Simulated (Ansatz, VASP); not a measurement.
## One calculation of B3N2, two programs

INCAR

```
ALGO = Normal
EDIFF = 1E-7
ENCUT = 520
GGA = PE
ISIF = 2
ISMEAR = 0
ISPIN = 2
LASPH = True
LCHARG = False
LORBIT = 11
LREAL = False
LWAVE = False
MAGMOM = 0 0 0 1 1
NBANDS = 22
NELM = 150
PREC = Accurate
SIGMA = 0.1
```

Contents of KPOINTS:

```
k-points
0
Gamma
  6 6 2
```

File POSCAR:

```
B3N2
1.0
    3.3332242036      0.0000000000      0.0000000000
   -1.6666121018      2.8866568369      0.0000000000
    0.0000000000      0.0000000000      8.4460012247
B N
3 2
Direct
    0.5000000000      0.0000000000      0.0000000000
    0.0000000000      0.5000000000      0.0000000000
    0.5000000000      0.5000000000      0.0000000000
    0.0000000000      0.0000000000      0.4347696563
    0.0000000000      0.0000000000      0.5652303437
```

Input for Ansatz:

```yaml
crystal:
  lattice:
    - [3.3332242036, 0.0, 0.0]
    - [-1.6666121018, 2.8866568369, 0.0]
    - [0.0, 0.0, 8.4460012247]
  atoms:
    - { symbol: B, position: [0.5, 0.0, 0.0] }
    - { symbol: B, position: [0.0, 0.5, 0.0] }
    - { symbol: B, position: [0.5, 0.5, 0.0] }
    - { symbol: "N", position: [0.0, 0.0, 0.4347696563], spin: 1.0 }
    - { symbol: "N", position: [0.0, 0.0, 0.5652303437], spin: 1.0 }
basis:
  ecutwfc: 420
kpoints:
  mp_grid: { grid: [6, 6, 2] }
hamiltonian:
  xc: pbe
scf:
  occupations: { method: gaussian, width: 0.1 }
  lower_state_search: "off"
output:
  forces: true
  stress: true
  eigenvalues: true
  populations: true
magnetization:
  spin_polarized: true
```

Alike in both runs: task single point; functional PBE; k mesh 6 × 6 × 2; occupations gaussian, width 0.1 eV; collinear spin.

|  | VASP | Ansatz |
| --- | --- | --- |
| version | VASP 6.6.1 | Ansatz 0.2.0 |
| potentials or method | VASP PAW PBE potentials, release 64 (B, N), cutoff 520 eV | scalar-relativistic, plane waves, PAW |
| valence electrons in the cell | 19 | 19 |

|  | VASP | Ansatz | Ansatz less VASP |
| --- | --- | --- | --- |
| gap on the k mesh at the Fermi level (eV) | none | none | - |
| pressure (GPa) | 1.2 | 0.1 | -1.13 |
| traceless stress, the component that is largest in VASP (GPa) | 2.78 | 0.30 | -2.481 |
| rms of the force components (eV/Å) | 0.648 | 0.007 | -0.6410 |
| net moment per atom (μB) | 0.00 | 0.00 | 0.000 |

Atom by atom the forces differ by 0.641 eV/Å (rms over components). A gap of «none» marks a metal or a gap that the smearing closes. Ansatz's warnings: seeded moment not kept.

The k mesh is coarse, so the values compare programs but aren't converged. Noted on VASP's run: the standard files for N, O and F lose accuracy on very short bonds.
